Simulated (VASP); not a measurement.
A run of VASP 6.6.1 is set up as follows.

INCAR

```
PREC = Accurate
ENCUT = 520
EDIFF = 1E-7
ISMEAR = -1
SIGMA = 0.1
LREAL = F
LASPH = T
NELM = 100
ALGO = Normal
ISIF = 2
LWAVE = F
LCHARG = F
GGA = RE
NBANDS = 12
```

The input KPOINTS:

```
Automatic mesh
0
Gamma
  11 11 15
```

File POSCAR:

```
B
1.0
    2.8751497301      0.0000000000      0.0000000000
   -1.4375748651      2.4899527060      0.0000000000
    0.0000000000      0.0000000000      2.8393400128
B
3
Direct
    0.0000000000      1.0000000000      0.0000000000
    0.3333333333      0.6666666667      0.5000000000
    0.6666666667      0.3333333333      0.5000000000
```

Potentials or basis: VASP PAW PBE potentials, release 64 (B).

Command:

```console
$ cat potpaw_PBE.64/B/POTCAR > POTCAR
$ mpirun -np 1 vasp_std > vasp.out
```

(1) What does it give for the pressure?

Answers

(1) -0.1 GPa.

Caveat: the PAW data sets were made with another functional, which shifts forces and pressure a little.
